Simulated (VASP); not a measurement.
Input of a VASP 6.6.1 run:

The input INCAR:

```
SYSTEM = BiPbBrO2
ALGO = Normal ; EDIFF = 1E-6
ENCUT = 520 ; GGA = CA
ISIF = 2 ; ISMEAR = 0
LASPH = .TRUE. ; LCHARG = .FALSE.
LREAL = .FALSE. ; LWAVE = .FALSE.
NBANDS = 32 ; NELM = 100
PREC = Accurate ; SIGMA = 0.1
```

File KPOINTS:

```
k-points
0
G
  8 8 8
  0 0 0
```

Contents of POSCAR:

```
BiPbBrO2
1.0
   -1.9582946741      1.9582946741      6.3178000729
    1.9582946741     -1.9582946741      6.3178000729
    1.9582946741      1.9582946741     -6.3178000729
Bi Pb Br O
1 1 1 2
Direct
    0.3439510464      0.3439510464      0.0000000000
    0.6517035828      0.6517035828      0.0000000000
    0.9909531552      0.9909531552      0.0000000000
    0.7566956079      0.2566956079      0.5000000000
    0.2566956079      0.7566956079      0.5000000000
```

Potentials or basis: VASP PAW LDA potentials, release 64 (Bi_d, Pb_d, Br, O).

Command:

```sh
$ cat potpaw_LDA.64/Bi_d/POTCAR potpaw_LDA.64/Pb_d/POTCAR potpaw_LDA.64/Br/POTCAR potpaw_LDA.64/O/POTCAR > POTCAR
$ mpirun -np 1 vasp_std > vasp.out
```

(1) Predict the largest force.

(2) Estimate the pressure.

(3) What does it give for the band gap on the k mesh?

Results:

(1) 0.099 eV/Å.

(2) 0.1 GPa.

(3) 1.62 eV (least direct gap 1.92 eV).

Caveat: spin-orbit coupling is left out, which moves the levels of the heavy elements.
